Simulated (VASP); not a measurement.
# Si (P1) in VASP: relaxation of cell and atoms with PBE

Aim: the relaxation of cell and atoms of Si with PBE.

Program: VASP 6.6.1. These are calculated values, not measurements. Logs are shortened: lines on timing, memory, paths and dates and some standing lists are left out, and cuts for length are marked.

**1. The cell of the first run**

The typed cell holds 16 atoms: a = 6.083 Å, b = 6.083 Å, c = 12.165 Å, α = 90.00°, β = 90.00°, γ = 90.00°.

**2. Relaxation of cell and atoms, PBE**

INCAR

```
PREC = Accurate
ENCUT = 500
EDIFF = 1E-7
ISMEAR = -1
SIGMA = 0.05
LREAL = False
LASPH = True
NELM = 120
ALGO = Normal
ISIF = 3
LWAVE = False
LCHARG = False
GGA = PE
IBRION = 2
NSW = 50
EDIFFG = -0.01
GGA_COMPAT = False
NELMIN = 4
```

KPOINTS

```
Automatic mesh
0
Gamma
  2 2 1
```

POSCAR

```
Si
1.0
    6.0827200000      0.0000000000      0.0000000000
    0.0000000000      6.0827200000      0.0000000000
    0.0000000000      0.0000000000     12.1654400000
Si
16
Direct
    0.9965356030      0.0008200560      0.0023816560
    0.0056514460      0.5043497450      0.2500879840
    0.5012135020      0.9990983560      0.2475970380
    0.4982946050      0.5034767900      0.0004567880
    0.2488361320      0.2461321700      0.1248320010
    0.2478729420      0.7501343930      0.3758904390
    0.7416497660      0.2496709170      0.3723225270
    0.7465813910      0.7454601880      0.1270352870
    0.0024527360      0.0018216290      0.4986428060
    0.9947353420      0.4986089530      0.7503724370
    0.4997347190      0.0025138100      0.7493471950
    0.5065779080      0.5023971780      0.5036485250
    0.2508978400      0.2491501940      0.6234494400
    0.2529558510      0.7538304240      0.8752846560
    0.7514937490      0.2490040880      0.8742319190
    0.7489297750      0.7431136650      0.6231435560
```

Potentials or basis: VASP PAW PBE potentials, release 64 (Si).

The run is started by

```sh
cat potpaw_PBE.64/Si/POTCAR > POTCAR
mpirun -np 1 vasp_std > vasp.out
```

OUTCAR:

```text
PREC = Accurate
   ENCUT = 500
   EDIFF = 1E-7
   ISMEAR = -1
   LREAL = False
   LASPH = True
   NELM = 120
   ISIF = 3
   GGA = PE
   IBRION = 2
   NSW = 50
   EDIFFG = -0.01
   NELMIN = 4

 ion  position               nearest neighbor table
   1  0.997  0.001  0.002-   5 2.61  15 2.63   8 2.65  14 2.66
   2  0.006  0.504  0.250-   6 2.60   8 2.62   5 2.64   7 2.68
   3  0.501  0.999  0.248-   8 2.60   7 2.60   5 2.62   6 2.67
   4  0.498  0.503  0.000-   8 2.61  14 2.62   5 2.65  15 2.67
   5  0.249  0.246  0.125-   1 2.61   3 2.62   2 2.64   4 2.65
   6  0.248  0.750  0.376-   2 2.60   9 2.61   3 2.67  12 2.68
[... 8 lines left out ...]
  15  0.751  0.249  0.874-  10 2.60  11 2.63   1 2.63   4 2.67
  16  0.749  0.743  0.623-  12 2.54  10 2.62  11 2.67   9 2.67

  LATTYP: Found a simple tetragonal cell.
 ALAT       =     6.0827200000
 C/A-ratio  =     2.0000000000

  Lattice vectors:

 A1 = (   6.0827200000,   0.0000000000,   0.0000000000)
 A2 = (   0.0000000000,   6.0827200000,   0.0000000000)
 A3 = (   0.0000000000,   0.0000000000,  12.1654400000)

Analysis of symmetry for initial positions (statically):
=====================================================================
 Subroutine PRICEL returns:
 Original cell was already a primitive cell.

 Routine SETGRP: Setting up the symmetry group for a
 simple tetragonal supercell.

 Subroutine GETGRP returns: Found  1 space group operations
 (whereof  1 operations were pure point group operations)
 out of a pool of 16 trial point group operations.

The static configuration has the point symmetry C_1 .

Analysis of symmetry for dynamics (positions and initial velocities):
=====================================================================
 Subroutine PRICEL returns:
 Original cell was already a primitive cell.

 Routine SETGRP: Setting up the symmetry group for a
 simple tetragonal supercell.

 Subroutine GETGRP returns: Found  1 space group operations
 (whereof  1 operations were pure point group operations)
 out of a pool of 16 trial point group operations.

The dynamic configuration has the point symmetry C_1 .

 Subroutine INISYM returns: Found  1 space group operations
 (whereof  1 operations are pure point group operations),
 and found     1 'primitive' translations

----------------------------------------------------------------------------------------

                                     Primitive cell

  volume of cell :     450.1150

  direct lattice vectors                    reciprocal lattice vectors
     6.082720000  0.000000000  0.000000000     0.164400137  0.000000000  0.000000000
     0.000000000  6.082720000  0.000000000     0.000000000  0.164400137  0.000000000
     0.000000000  0.000000000 12.165440000     0.000000000  0.000000000  0.082200068

  length of vectors
     6.082720000  6.082720000 12.165440000     0.164400137  0.164400137  0.082200068

  position of ions in fractional coordinates (direct lattice)
     0.996535603  0.000820056  0.002381656
     0.005651446  0.504349745  0.250087984
     0.501213502  0.999098356  0.247597038
     0.498294605  0.503476790  0.000456788
     0.248836132  0.246132170  0.124832001
     0.247872942  0.750134393  0.375890439
[... 8 lines left out ...]
     0.751493749  0.249004088  0.874231919
     0.748929775  0.743113665  0.623143556

  ion indices of the primitive-cell ions
   primitive index   ion index
                 1           1
                 2           2
                 3           3
                 4           4
                 5           5
                 6           6
[... 8 lines left out ...]
                15          15
                16          16

----------------------------------------------------------------------------------------

 KPOINTS: Automatic mesh

Automatic generation of k-mesh.
 Grid dimensions read from file:
 generate k-points for:    2    2    1

 Generating k-lattice:

  Cartesian coordinates                     Fractional coordinates (reciprocal lattice)
     0.082200068  0.000000000  0.000000000     0.500000000  0.000000000  0.000000000
     0.000000000  0.082200068  0.000000000     0.000000000  0.500000000  0.000000000
     0.000000000  0.000000000  0.082200068     0.000000000  0.000000000  1.000000000

  Length of vectors
     0.082200068  0.082200068  0.082200068

  Shift w.r.t. Gamma in fractional coordinates (k-lattice)
     0.000000000  0.000000000  0.000000000

 Subroutine IBZKPT returns following result:
 ===========================================

 Found      4 irreducible k-points:

 Following reciprocal coordinates:
            Coordinates               Weight
  0.000000  0.000000  0.000000      1.000000
  0.500000  0.000000  0.000000      1.000000
  0.000000  0.500000  0.000000      1.000000
  0.500000  0.500000  0.000000      1.000000
   k-points           NKPTS =      4   k-points in BZ     NKDIM =      4   number of bands    NBANDS=     41
   number of dos      NEDOS =    301   number of ions     NIONS =     16
   total plane-waves  NPLWV = 207360
   dimension x,y,z NGX =    48 NGY =   48 NGZ =   90
   dimension x,y,z NGXF=    96 NGYF=   96 NGZF=  180
   ions per type =              16
   NGX,Y,Z   is equivalent  to a cutoff of  13.12, 13.12, 12.30 a.u.
   NGXF,Y,Z  is equivalent  to a cutoff of  26.24, 26.24, 24.60 a.u.
 SYSTEM =  unknown system
   PREC   = accura    normal or accurate (medium, high low for compatibility)
   ISTART =      0    job   : 0-new  1-cont  2-samecut
   ICHARG =      2    charge: 1-file 2-atom 10-const
   ISPIN  =      1    spin polarized calculation?
   LNONCOLLINEAR =      F non collinear calculations
   LSORBIT =      F    spin-orbit coupling
   LASPH  =      T    aspherical Exc in radial PAW
   ENCUT  =  500.0 eV  36.75 Ry    6.06 a.u.  11.09 11.09 22.18*2*pi/ulx,y,z
   NELM   =    120;   NELMIN=  4; NELMDL= -5     # of ELM steps
   EDIFF  = 0.1E-06   stopping-criterion for ELM
   LREAL  =      F    real-space projection
   EDIFFG = -.1E-01   stopping-criterion for IOM
   NSW    =     50    number of steps for IOM
   IBRION =      2    ionic relax: 0-MD 1-quasi-New 2-CG
   NFREE  =      1    steps in history (QN), initial steepest desc. (CG)
   ISIF   =      3    stress and relaxation
   ISYM   =      2    0-nonsym 1-usesym 2-fastsym
   POTIM  = 0.5000    time-step for ionic-motion
   TEBEG  =    0.0;   TEEND  =   0.0 temperature during run
   PSTRESS=    0.0 pullay stress
   NELECT =      64.0000    total number of electrons
   NUPDOWN=      -1.0000    fix difference up-down
   EMIN   =  10.00;   EMAX   =-10.00  energy-range for DOS
   EFERMI =   0.00;   METHOD = LEGACY
   ISMEAR =    -1;   SIGMA  =   0.05  broadening in eV -4-tet -1-fermi 0-gaus
   EFERMI_NEDOS =   21; number of points for ismear=-14 and -15
   IALGO  =     38    algorithm
   IMIX   =      4    mixing-type and parameters
     AMIX     =   0.40;   BMIX     =  1.00
     AMIX_MAG =   1.60;   BMIX_MAG =  1.00
  volume/ion in A,a.u.               =      28.13       189.85
  Fermi-wavevector in a.u.,A,eV,Ry     =   0.854464  1.614702  9.933728  0.730108
  Thomas-Fermi vector in A             =   1.971064
   LORBIT       =      0    0 simple, 1 ext, 2 COOP (PROOUT), +10 PAW based schemes
   GGA     = PE    functional components
   LHFCALC =     F    Hartree Fock is set to
   AEXX    =    0.0000 exact exchange contribution
   IVDW    =     0    specifies the selected vdW correction
   LEPSILON=     F    determine dielectric tensor
   LRPA    =     F    only Hartree local field effects (RPA)
 conjugate gradient relaxation of ions
 non-spin polarized calculation
  energy-cutoff  :      500.00
  volume of cell :      450.11
 maximum number of plane-waves:     11544
 NGX is ok and might be reduce to    48
   NGX = 23   NGY = 23   NGZ = 45

--------------------------------------- Ionic step        1  -------------------------------------------

 number of electron      64.0000001 magnetization

 Free energy of the ion-electron system (eV)
  ---------------------------------------------------
  ext. energy  EPLUGINS =         0.00000000
  ---------------------------------------------------
  free energy    TOTEN  =       -78.19408567 eV

  energy without entropy =      -78.14845349  energy(sigma->0) =      -78.17126958

 E-fermi :   2.9900     XC(G=0):  -8.0969

 val. band max:        2.9563837743   @ k =   0.0000   0.0000   0.0000
 cond. band min:       2.9978163376   @ k =   0.0000   0.0000   0.0000
 fundamental gap:      0.0414325633
 Fermi energy:         2.9899663446

 k-point     1 :       0.0000    0.0000    0.0000
  band No.  band energies     occupation
      1      -7.0372      2.00000
      2      -6.2755      2.00000
      3      -6.2107      2.00000
      4      -4.1546      2.00000
      5      -4.0839      2.00000
      6      -4.0570      2.00000
[... 308 lines left out ...]
  FREE ENERGIE OF THE ION-ELECTRON SYSTEM (eV)
  ---------------------------------------------------
  free  energy   TOTEN  =       -85.0834904717 eV

  energy  without entropy=      -85.0818794258  energy(sigma->0) =      -85.08268495

[... ionic steps 4 to 16 ...]

--------------------------------------- Ionic step       17  -------------------------------------------

 number of electron      63.9999997 magnetization

------------------------ aborting loop because EDIFF is reached ----------------------------------------

  FORCE on cell =-STRESS in cart. coord.  units (eV):
  Direction    XX          YY          ZZ          XY          YZ          ZX
  --------------------------------------------------------------------------------------
  -------------------------------------------------------------------------------------
  Total        0.0034560     -0.0006275      0.0043886     -0.0095746     -0.0161172     -0.0352173
  in kB        0.0167826     -0.0030472      0.0213114     -0.0464948     -0.0782658     -0.1710170
  external PRESSURE =       0.0116822 kB  Pullay stress =       0.0000000 kB
[... 85 lines left out ...]
  energy  without entropy=      -85.1400266532  energy(sigma->0) =      -85.14053866

--------------------------------------- Ionic step       19  -------------------------------------------

 number of electron      63.9999997 magnetization

 Free energy of the ion-electron system (eV)
  ---------------------------------------------------
  ext. energy  EPLUGINS =         0.00000000
  ---------------------------------------------------
  free energy    TOTEN  =       -85.14112226 eV

  energy without entropy =      -85.14010270  energy(sigma->0) =      -85.14061248

 E-fermi :   5.9370     XC(G=0):  -9.2634

 val. band max:        5.5811273207   @ k =   0.0000   0.0000   0.0000
 cond. band min:       6.3276043702   @ k =   0.0000   0.0000   0.0000
 fundamental gap:      0.7464770496
 Fermi energy:         5.9369771029

 k-point     1 :       0.0000    0.0000    0.0000
  band No.  band energies     occupation
      1      -6.1851      2.00000
      2      -5.1300      2.00000
      3      -5.1294      2.00000
      4      -2.1445      2.00000
      5      -2.1440      2.00000
      6      -2.1439      2.00000
[... 208 lines left out ...]
  FREE ENERGIE OF THE ION-ELECTRON SYSTEM (eV)
  ---------------------------------------------------
  free  energy   TOTEN  =       -85.1411222641 eV

  energy  without entropy=      -85.1401026963  energy(sigma->0) =      -85.14061248

 reached required accuracy - stopping structural energy minimisation
```

Wall time 34 min (1 thread of Intel Xeon 8259CL, shared host); peak memory 0.51 GiB.

What came out:

| Quantity | Value |
| --- | --- |
| Free energy | -85.1411 eV |
| Relaxed volume | 20.62 Å³/atom |
| Relaxed cell | a = 5.485 Å, b = 5.485 Å, c = 10.969 Å, α = 90.00°, β = 90.00°, γ = 90.00° |
| Space group after relaxing (to 0.1 Å) | Fd-3m (No. 227) |
| Energy gained by relaxing | 434.2 meV/atom |
| Ionic steps | 19 |
| Pressure after relaxing | 0.0 GPa |
| Largest force after relaxing | 0.008 eV/Å |
| Band gap on the k mesh | 0.75 eV |

Forces in eV/Å, atoms in the order of the input:
```
Si   0.005 -0.004  0.002
Si  -0.005 -0.003 -0.004
Si   0.000  0.000  0.000
Si   0.000  0.001 -0.001
Si   0.005  0.006  0.001
Si   0.001  0.001  0.000
Si   0.002  0.002  0.000
Si  -0.002  0.001  0.001
Si  -0.003  0.000  0.001
Si  -0.002  0.000 -0.003
Si   0.001 -0.003  0.001
Si   0.000 -0.004  0.003
Si  -0.001 -0.002  0.001
Si   0.001 -0.001 -0.003
Si  -0.001  0.001  0.002
Si  -0.001  0.006 -0.001
```

Step by step:
```csv
step,energy change (eV),largest force (eV/Å),pressure (GPa),volume (Å³)
1,0.0000,0.5165,-12.44,450.11
2,-6.8417,0.6653,2.24,322.30
3,-6.8894,0.6641,0.32,328.88
4,-6.8884,0.6668,-0.27,331.06
5,-6.9332,0.1875,-0.16,330.54
6,-6.9361,0.1837,-0.19,330.64
7,-6.9435,0.0821,0.13,329.46
8,-6.9436,0.0738,0.08,329.62
9,-6.9450,0.0467,-0.01,329.96
10,-6.9455,0.0418,-0.12,330.36
11,-6.9463,0.0398,0.02,329.85
12,-6.9463,0.0400,0.04,329.79
13,-6.9467,0.0205,0.02,329.87
14,-6.9467,0.0237,0.01,329.88
15,-6.9468,0.0141,-0.02,330.02
16,-6.9468,0.0141,-0.02,330.02
17,-6.9469,0.0153,0.00,329.93
18,-6.9470,0.0177,0.02,329.88
19,-6.9470,0.0079,-0.01,329.96
```

Final structure:
```xyz
16
Lattice="5.4846 0.0000 -0.0001 0.0000 5.4847 0.0000 -0.0001 0.0000 10.9691" Properties=species:S:1:pos:R:3 pbc="T T T"
Si    5.4804    0.0001   10.9677
Si    5.4837    2.7420    2.7423
Si    2.7403    5.4840    2.7406
Si    2.7397    2.7416   10.9686
Si    1.3680    1.3699    1.3699
Si    1.3696    4.1140    4.1128
Si    4.1110    1.3708    4.1121
Si    4.1118    4.1121    1.3705
Si    5.4826    0.0002    5.4836
Si    5.4837    2.7423    8.2268
Si    2.7401    5.4846    8.2250
Si    2.7410    2.7429    5.4833
Si    1.3695    1.3718    6.8542
Si    1.3692    4.1143    9.5981
Si    4.1106    1.3713    9.5961
Si    4.1125    4.1127    6.8552
```

Levels at points of the mesh, in eV from the valence-band top:
```csv
k point,band 30,band 31,band 32,band 33,band 34,band 35
"(0.00, 0.00, 0.00)",0.00,0.00,0.00,0.75,0.75,0.75
"(0.50, 0.00, 0.00)",-1.30,-1.30,-1.30,1.14,1.14,2.41
"(0.00, 0.50, 0.00)",-1.30,-1.30,-1.30,1.14,1.14,2.41
"(0.50, 0.50, 0.00)",-1.18,-1.18,-1.18,1.43,1.43,1.43
```

Caveat: the k points lie up to 0.57 Å⁻¹ apart in the final cell; the volume moved by over 15 % at a fixed basis, so the end points are rough; semilocal functionals underestimate gaps, and a narrow one can read as zero. A k mesh can miss the band edges.
